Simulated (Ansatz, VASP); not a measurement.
Pd: VASP beside Ansatz

```
Pd
1.0
     2.71905    0.00000    0.00000
    -1.35953    2.35477    0.00000
     0.00000    0.00000    4.56577
Pd
2
Direct
  0.33333 0.66667 0.25000
  0.66667 0.33333 0.75000
```

Alike in both runs: task single point; functional PBEsol; k mesh 6 × 6 × 4; occupations gaussian, width 0.1 eV; no spin polarisation.

|  | VASP | Ansatz |
| --- | --- | --- |
| version | VASP 6.6.1 | Ansatz 0.2.0 |
| potentials or method | VASP PAW PBE potentials, release 64 (Pd), cutoff 500 eV | scalar-relativistic, plane waves, PAW |
| valence electrons in the cell | 20 | 36 |

Ansatz gave:

| Property | Result |
| --- | --- |
| gap on the k mesh at the Fermi level (eV) | none |
| pressure (GPa) | -0.7 |
| traceless stress, the component that is largest in VASP (GPa) | 0.84 |

What did VASP give for the same quantities?

gap on the k mesh at the Fermi level (eV): none; pressure (GPa): -0.9; traceless stress, the component that is largest in VASP (GPa): 0.83.

VASP's potentials were made for PBE, not for PBEsol, and Ansatz warns of the same on its side. A gap of «none» marks a metal or a gap that the smearing closes. VASP's potentials hold 20 valence electrons a cell and Ansatz's 36, so a difference there can come from the potentials and not from the codes.

The k mesh is coarse, so the values compare programs but aren't converged.
